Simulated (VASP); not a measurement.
Here is a VASP 6.6.1 calculation.

The input INCAR:

```
ALGO = Normal
EDIFF = 1E-8
ENCUT = 520
GGA = PS
IBRION = 8
ISIF = 2
ISMEAR = 0
LASPH = True
LCHARG = False
LEPSILON = True
LREAL = False
LWAVE = False
NBANDS = 24
NELM = 60
NSW = 1
PREC = Accurate
SIGMA = 0.01
```

File KPOINTS:

```
k-points
0
Gamma
  6 6 4
```

File POSCAR:

```
CaSe
1.0
    4.9640562491      0.0000000000      0.0000000000
   -2.4820281246      4.2989988175      0.0000000000
    0.0000000000      0.0000000000      5.8088608553
Ca Se
2 2
Direct
    0.3333333333      0.6666666667     -0.0624985761
    0.6666666667      0.3333333333      0.4375014239
    0.3333333333      0.6666666667      0.4374985761
    0.6666666667      0.3333333333      0.9374985761
```

Potentials or basis: VASP PAW PBE potentials, release 64 (Ca_sv, Se).

The run is started by

```bash
$ cat potpaw_PBE.64/Ca_sv/POTCAR potpaw_PBE.64/Se/POTCAR > POTCAR
$ mpirun -np 1 vasp_std > vasp.out
```

Q: Predict the electronic dielectric tensor (diagonal).

A: 4.23, 4.23, 5.18.

Q: Predict the Born charges (mean of the diagonal).

A: Ca +2.10; Se -2.10 e.

Q: Predict the highest phonon frequency at Γ, LO-TO splitting left out.

A: 209 cm⁻¹.

Electronic dielectric tensor:
```
4.23 0.00 0.00
0.00 4.23 0.00
0.00 0.00 5.18
```

Caveat: the structure was generated, so it needn't be the stable form of CaSe.
